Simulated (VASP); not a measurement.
# Ca2Si3N3 (Amm2) in VASP: single point with PBE

Aim: the single point of Ca2Si3N3 with PBE.

Program: VASP 6.6.1. These are calculated values, not measurements. Logs are shortened: lines on timing, memory, paths and dates and some standing lists are left out, and cuts for length are marked.

**1. The cell of the first run**

Symmetry: Amm2, No. 38, orthorhombic system. The conventional cell has a = 10.209 Å, b = 4.934 Å, c = 8.409 Å, α = 90.00°, β = 90.00°, γ = 90.00°. Ca (site symmetry m) has 3 N at 2.47 to 2.52 Å and 6 Si at 2.69 to 3.45 Å within 3.5 Å. Si (site symmetry m) has 2 N at 1.71 to 1.81 Å within 2.3 Å. Within 2.5 Å of Si (site symmetry mm2) lie 4 N at 1.78 to 2.49 Å. Within 2.3 Å of N (site symmetry m) lie 2 Si at 1.71 to 1.78 Å. N (site symmetry mm2) has 4 Si at 1.81 to 2.49 Å and 2 Ca at 2.47 Å within 2.5 Å.

The cell was generated, and may not be a known phase.

**2. Single point, PBE**

INCAR reads:

```
SYSTEM = Ca2Si3N3
PREC     = Accurate       ! precision mode
ENCUT    = 520            ! plane-wave cutoff, eV
EDIFF    = 1E-6           ! SCF threshold, eV
ISMEAR   = 0              ! smearing method
SIGMA    = 0.1            ! smearing width, eV
LREAL    = .FALSE.        ! projectors in reciprocal space
LASPH    = .TRUE.         ! aspherical terms in the spheres
NELM     = 100            ! most SCF steps
ALGO     = Normal         ! electronic algorithm
ISIF     = 2              ! what is computed and relaxed
LWAVE    = .FALSE.        ! write WAVECAR
LCHARG   = .FALSE.        ! write CHGCAR
GGA      = PE             ! functional
NBANDS   = 34             ! bands
```

KPOINTS reads:

```
regular mesh
0
G
  4 8 8
  0 0 0
```

POSCAR reads:

```
Ca2Si3N3
1.0
   10.2085063371      0.0000000000      0.0000000000
    0.0000000000      2.4670485515      4.2044957366
    0.0000000000     -2.4670485515      4.2044957366
Ca Si N
2 3 3
Direct
    0.8178089139      0.4054277837      0.4054277837
    0.1821910861      0.4054277837      0.4054277837
    0.8557472419      0.0883128191      0.0883128191
    0.1442527581      0.0883128191      0.0883128191
    0.0000000000      0.7502865307      0.7502865307
    0.1351457736      0.8847408482      0.8847408482
    0.8648542264      0.8847408482      0.8847408482
    0.0000000000      0.2127894976      0.2127894976
```

Potentials or basis: VASP PAW PBE potentials, release 64 (Ca_sv, Si, N).

Run with:

```console
$ cat potpaw_PBE.64/Ca_sv/POTCAR potpaw_PBE.64/Si/POTCAR potpaw_PBE.64/N/POTCAR > POTCAR
$ mpirun -np 1 vasp_std > vasp.out
```

OUTCAR:

```text
SYSTEM = Ca2Si3N3
   PREC = Accurate
   ENCUT = 520
   EDIFF = 1E-6
   ISMEAR = 0
   LREAL = .FALSE.
   LASPH = .TRUE.
   NELM = 100
   ISIF = 2
   GGA = PE

 ion  position               nearest neighbor table
   1  0.818  0.405  0.405-   8 2.47   3 2.69   3 2.93   3 2.93
   2  0.182  0.405  0.405-   8 2.47   4 2.69   4 2.93   4 2.93
   3  0.856  0.088  0.088-   7 1.71   8 1.81   1 2.69   1 2.93   1 2.93   4 2.95
   4  0.144  0.088  0.088-   6 1.71   8 1.81   2 2.69   2 2.93   2 2.93   3 2.95
   5  0.000  0.750  0.750-   6 1.78   7 1.78
   6  0.135  0.885  0.885-   4 1.71   5 1.78
   7  0.865  0.885  0.885-   3 1.71   5 1.78
   8  0.000  0.213  0.213-   3 1.81   4 1.81   1 2.47   2 2.47

  LATTYP: Found a base centered orthorhombic cell.
 ALAT       =     4.9340971030
 B/A-ratio  =     1.7042614480
 C/A-ratio  =     2.0689715107

  Lattice vectors:

 A1 = (   0.0000000000,   2.4670485515,  -4.2044957366)
 A2 = (   0.0000000000,   2.4670485515,   4.2044957366)
 A3 = (  10.2085063371,   0.0000000000,   0.0000000000)

Analysis of symmetry for initial positions (statically):
=====================================================================
 Subroutine PRICEL returns:
 Original cell was already a primitive cell.

 Routine SETGRP: Setting up the symmetry group for a
 base centered orthorhombic supercell.

 Subroutine GETGRP returns: Found  4 space group operations
 (whereof  4 operations were pure point group operations)
 out of a pool of  8 trial point group operations.

The static configuration has the point symmetry C_2v.

Analysis of symmetry for dynamics (positions and initial velocities):
=====================================================================
 Subroutine PRICEL returns:
 Original cell was already a primitive cell.

 Routine SETGRP: Setting up the symmetry group for a
 base centered orthorhombic supercell.

 Subroutine GETGRP returns: Found  4 space group operations
 (whereof  4 operations were pure point group operations)
 out of a pool of  8 trial point group operations.

The dynamic configuration has the point symmetry C_2v.

 Subroutine INISYM returns: Found  4 space group operations
 (whereof  4 operations are pure point group operations),
 and found     1 'primitive' translations

----------------------------------------------------------------------------------------

                                     Primitive cell

[... 108 lines left out ...]
   ISIF   =      2    stress and relaxation
   ISYM   =      2    0-nonsym 1-usesym 2-fastsym
   POTIM  = 0.5000    time-step for ionic-motion
   TEBEG  =    0.0;   TEEND  =   0.0 temperature during run
   PSTRESS=    0.0 pullay stress
   NELECT =      47.0000    total number of electrons
   NUPDOWN=      -1.0000    fix difference up-down
   EMIN   =  10.00;   EMAX   =-10.00  energy-range for DOS
   EFERMI =   0.00;   METHOD = LEGACY
   ISMEAR =     0;   SIGMA  =   0.10  broadening in eV -4-tet -1-fermi 0-gaus
   EFERMI_NEDOS =   21; number of points for ismear=-14 and -15
   IALGO  =     38    algorithm
   IMIX   =      4    mixing-type and parameters
     AMIX     =   0.40;   BMIX     =  1.00
     AMIX_MAG =   1.60;   BMIX_MAG =  1.00
  volume/ion in A,a.u.               =      26.47       178.64
  Fermi-wavevector in a.u.,A,eV,Ry     =   0.991166  1.873031 13.366487  0.982409
  Thomas-Fermi vector in A             =   2.122888
   LORBIT       =      0    0 simple, 1 ext, 2 COOP (PROOUT), +10 PAW based schemes
   GGA     = PE    functional components
   LHFCALC =     F    Hartree Fock is set to
   AEXX    =    0.0000 exact exchange contribution
   IVDW    =     0    specifies the selected vdW correction
   LEPSILON=     F    determine dielectric tensor
   LRPA    =     F    only Hartree local field effects (RPA)
 non-spin polarized calculation
 Gauss-broadening in eV      SIGMA  =   0.10
  energy-cutoff  :      520.00
  volume of cell :      211.78
 maximum number of plane-waves:      5730
 NGX is ok and might be reduce to    80
   NGX = 37   NGY = 19   NGZ = 19

 number of electron      46.9999998 magnetization

 Free energy of the ion-electron system (eV)
  ---------------------------------------------------
  ext. energy  EPLUGINS =         0.00000000
  ---------------------------------------------------
  free energy    TOTEN  =       -47.47991503 eV

  energy without entropy =      -47.46704039  energy(sigma->0) =      -47.47347771

 E-fermi :   2.2063     XC(G=0):  -6.9116

 val. band max:        2.1596274992   @ k =   0.0000  -0.3750   0.1250
 cond. band min:       2.2167808356   @ k =   0.5000  -0.2500   0.2500
 fundamental gap:      0.0571533365
 Fermi energy:         2.2063320111

 k-point     1 :       0.0000    0.0000    0.0000
  band No.  band energies     occupation
      1     -38.8372      2.00000
      2     -38.8321      2.00000
      3     -20.0675      2.00000
      4     -19.9686      2.00000
      5     -19.9139      2.00000
      6     -19.8965      2.00000
[... 877 lines left out ...]
     33       6.0878      0.00000
     34       6.7777      0.00000

 [... further k-points ...]

------------------------ aborting loop because EDIFF is reached ----------------------------------------

  FORCE on cell =-STRESS in cart. coord.  units (eV):
  Direction    XX          YY          ZZ          XY          YZ          ZX
  --------------------------------------------------------------------------------------
  -------------------------------------------------------------------------------------
  Total        0.0322713      0.1299553      0.0709811      0.0000000      0.0000000      0.0000000
  in kB        0.2441424      0.9831520      0.5369938      0.0000000      0.0000000      0.0000000
  external PRESSURE =       0.5880961 kB  Pullay stress =       0.0000000 kB

 VOLUME and BASIS-vectors are now :
 -----------------------------------------------------------------------------
  energy-cutoff  :      520.00
  volume of cell :      211.78
      direct lattice vectors                 reciprocal lattice vectors
    10.208506337  0.000000000  0.000000000     0.097957524  0.000000000  0.000000000
     0.000000000  2.467048552  4.204495737     0.000000000  0.202671325  0.118920325
     0.000000000 -2.467048552  4.204495737     0.000000000 -0.202671325  0.118920325

 POSITION                                       TOTAL-FORCE (eV/Angst)
 -----------------------------------------------------------------------------------
      8.34861      0.00000      3.40924        -0.023422      0.000000      0.020040
      1.85990      0.00000      3.40924         0.023422      0.000000      0.020040
      8.73590      0.00000      0.74262         0.002500      0.000000     -0.003067
      1.47261      0.00000      0.74262        -0.002500      0.000000     -0.003067
      0.00000      0.00000      6.30915         0.000000      0.000000      0.006802
      1.37964      0.00000      7.43978        -0.009231      0.000000     -0.006652
      8.82887      0.00000      7.43978         0.009231      0.000000     -0.006652
      0.00000      0.00000      1.78935         0.000000      0.000000     -0.027444
 -----------------------------------------------------------------------------------
    total drift:                                0.000000     -0.000000      0.000847

  FREE ENERGIE OF THE ION-ELECTRON SYSTEM (eV)
  ---------------------------------------------------
  free  energy   TOTEN  =       -47.4799150274 eV

  energy  without entropy=      -47.4670403931  energy(sigma->0) =      -47.47347771
```

OSZICAR:

```text
N       E                     dE             d eps       ncg     rms          rms(c)
DAV:   1     0.379847658551E+03    0.37985E+03   -0.20932E+04  4316   0.119E+03
DAV:   2    -0.158009350494E+02   -0.39565E+03   -0.37956E+03  5466   0.321E+02
DAV:   3    -0.537163451931E+02   -0.37915E+02   -0.37364E+02  6554   0.887E+01
DAV:   4    -0.559678902944E+02   -0.22515E+01   -0.22422E+01  6928   0.212E+01
DAV:   5    -0.561032000026E+02   -0.13531E+00   -0.13527E+00  7198   0.419E+00    0.177E+01
DAV:   6    -0.480574454579E+02    0.80458E+01   -0.39394E+01  5400   0.262E+01    0.857E+00
DAV:   7    -0.479017286311E+02    0.15572E+00   -0.31567E+00  5876   0.830E+00    0.442E+00
DAV:   8    -0.476237361331E+02    0.27799E+00   -0.66480E-01  5566   0.356E+00    0.160E+00
DAV:   9    -0.474837472026E+02    0.13999E+00   -0.18029E-01  5592   0.192E+00    0.562E-01
DAV:  10    -0.474670809587E+02    0.16666E-01   -0.43565E-02  7126   0.873E-01    0.304E-01
DAV:  11    -0.474702067076E+02   -0.31257E-02   -0.24873E-02  4896   0.619E-01    0.196E-01
DAV:  12    -0.474744742365E+02   -0.42675E-02   -0.38516E-03  5338   0.314E-01    0.122E-01
DAV:  13    -0.474789714225E+02   -0.44972E-02   -0.28138E-03  4584   0.193E-01    0.583E-02
DAV:  14    -0.474798090855E+02   -0.83766E-03   -0.76833E-04  6042   0.134E-01    0.232E-02
DAV:  15    -0.474798916249E+02   -0.82539E-04   -0.13654E-04  5602   0.608E-02    0.191E-02
DAV:  16    -0.474799114679E+02   -0.19843E-04   -0.34659E-05  4068   0.308E-02    0.843E-03
DAV:  17    -0.474799143902E+02   -0.29223E-05   -0.10121E-05  4938   0.143E-02    0.358E-03
DAV:  18    -0.474799150274E+02   -0.63726E-06   -0.91879E-07  3600   0.570E-03
   1 F= -.47479915E+02 E0= -.47473478E+02  d E =-.128746E-01
```

It took 13 min on 1 thread of Intel Xeon 8259CL, shared host; peak memory 0.58 GiB.

Results:

| Property | Result |
| --- | --- |
| Free energy | -47.4799 eV |
| Pressure | 0.1 GPa |
| Largest force | 0.031 eV/Å |
| Band gap on the k mesh | zero (an odd number of electrons rules out a gap without spin polarisation) |

Forces on the atoms (eV/Å):
```
Ca  -0.023  0.000  0.020
Ca   0.023  0.000  0.020
Si   0.003  0.000 -0.003
Si  -0.003  0.000 -0.003
Si   0.000  0.000  0.007
N   -0.009  0.000 -0.007
N    0.009  0.000 -0.007
N    0.000  0.000 -0.027
```

Levels at points of the mesh, in eV from the Fermi level:
| k point | band 21 | band 22 | band 23 | band 24 | band 25 | band 26 |
| --- | --- | --- | --- | --- | --- | --- |
| (0.00, 0.00, 0.00) | -2.75 | -1.27 | -1.09 | -0.60 | 0.95 | 0.99 |
| (0.50, 0.00, 0.00) | -2.79 | -1.24 | -1.11 | -0.60 | 1.00 | 1.20 |
| (0.00, 0.50, 0.00) | -2.35 | -1.05 | -0.56 | -0.12 | 0.92 | 1.97 |
| (0.50, 0.50, 0.00) | -2.34 | -1.08 | -0.55 | -0.14 | 0.98 | 2.20 |
| (0.00, 0.50, 0.50) | -2.13 | -1.66 | -1.19 | 1.02 | 1.61 | 1.91 |
| (0.50, 0.50, 0.50) | -2.14 | -1.65 | -1.25 | 1.03 | 1.60 | 1.98 |

Caveat: an odd number of electrons without spin polarisation forces a metal; a magnetic or distorted state may lie lower.

The gap in the log of VASP goes by the Fermi energy; the results here count the filled bands.